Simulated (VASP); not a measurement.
TiN: single point with r2SCAN

TiN:

```xyz
2
Lattice="0.0000 2.1165 2.1165 2.1165 0.0000 2.1165 2.1165 2.1165 0.0000" Properties=species:S:1:pos:R:3 pbc="T T T"
Ti    0.0000    0.0000    0.0000
N     2.1165    2.1165    2.1165
```

```yaml
Program: VASP 6.6.1
Task: single point
Functional: r2SCAN
Potentials_or_basis: VASP PAW PBE potentials, release 64 (Ti_sv, N_h)
Cutoff: 910 eV
k_mesh: 14 × 14 × 14
Occupations: fermi-dirac, width 0.08 eV
Spin: no spin polarisation
```

* Pressure: 1.4 GPa
* Band gap on the k mesh: zero (an odd number of electrons rules out a gap without spin polarisation)

Levels at points of the mesh, in eV from the Fermi level:
```
           k point  band 6  band 7  band 8  band 9  band 10  band 11  band 12  band 13
(0.00, 0.00, 0.00)   -2.40   -2.40   -2.40   -0.63    -0.63    -0.63     0.58     0.58
(0.50, 0.00, 0.00)   -8.55   -5.95   -5.95    1.74     1.74     2.45     5.97     5.97
(0.50, 0.50, 0.00)   -6.29   -3.63   -3.63   -3.13     1.67     2.45     2.45     3.73
```

It took 3.7 min on 1 thread of AMD EPYC 9R45 96-Core Processor (Zen 5), on a shared host, peak memory 0.19 GiB.

Caveat: the cutoff is under 1.25 times the usual one of these potentials, so pressure, stress and relaxed cells hold a basis-set (Pulay) error; the PAW data sets were made with another functional, which shifts forces and pressure a little.
